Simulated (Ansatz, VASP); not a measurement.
**Ta3N: VASP beside Ansatz**

```
CELL_PARAMETERS angstrom
5.37701 0.00000 0.00000
-2.68851 4.65663 0.00000
0.00000 0.00000 2.83670
ATOMIC_POSITIONS crystal
Ta 0.64127 0.00000 0.50000
Ta 0.00000 0.64127 0.50000
Ta 0.35873 0.35873 0.50000
N 0.00000 0.00000 0.50000
```

Alike in both runs: task relaxation of cell and atoms; functional PBE; k mesh 12 × 12 × 16; occupations gaussian, width 0.1 eV; no spin polarisation.

|  | VASP | Ansatz |
| --- | --- | --- |
| version | VASP 6.6.1 | Ansatz 0.2.0 |
| potentials or method | VASP PAW PBE potentials, release 64 (Ta_pv, N), cutoff 600 eV | scalar-relativistic, plane waves, PAW |
| valence electrons in the cell | 38 | 44 |

```csv
,VASP,Ansatz,Ansatz less VASP
"gap on the k mesh at the Fermi level, each at its own relaxed structure (eV)",none,none,-
relaxed volume (Å³/atom),17.78,17.77,-0.013
relaxed cell length with the largest relative difference (Å),5.368,5.365,-0.0023
```

A gap of «none» marks a metal or a gap that the smearing closes. VASP's potentials hold 38 valence electrons a cell and Ansatz's 44, so a difference there can come from the potentials and not from the codes.

Spin-orbit coupling is off throughout.
